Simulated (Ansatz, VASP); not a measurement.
## CdSe: VASP beside Ansatz

```
Cd Se
1.0
     3.18733    0.00000    0.00000
     0.00000    3.18733    0.00000
     0.00000    0.00000    3.18733
Cd Se
1 1
Cartesian
  0.0000 0.0000 0.0000
  1.5937 1.5937 1.5937
```

Change from the starting cell: volume scaled by 0.72, LAPW.

Alike in both runs: task single point; functional PBE; k mesh 12 × 12 × 12; occupations fermi-dirac, width 0.05 eV; no spin polarisation.

```csv
,VASP,Ansatz
version,VASP 6.6.1,Ansatz 0.2.0
potentials or method,"VASP PAW PBE potentials, release 64 (Cd, Se), cutoff 520 eV","all-electron LAPW, scalar-relativistic"
```

VASP gave:

| Property | Result |
| --- | --- |
| pressure (GPa) | 43.3 |

Problem. Estimate Ansatz's values.

Solution. Pressure (GPa): 42.0.

Both programs put the cell under a high pressure, so it lies far from rest at this level. Ansatz ran all-electron here, and VASP with PAW potentials.
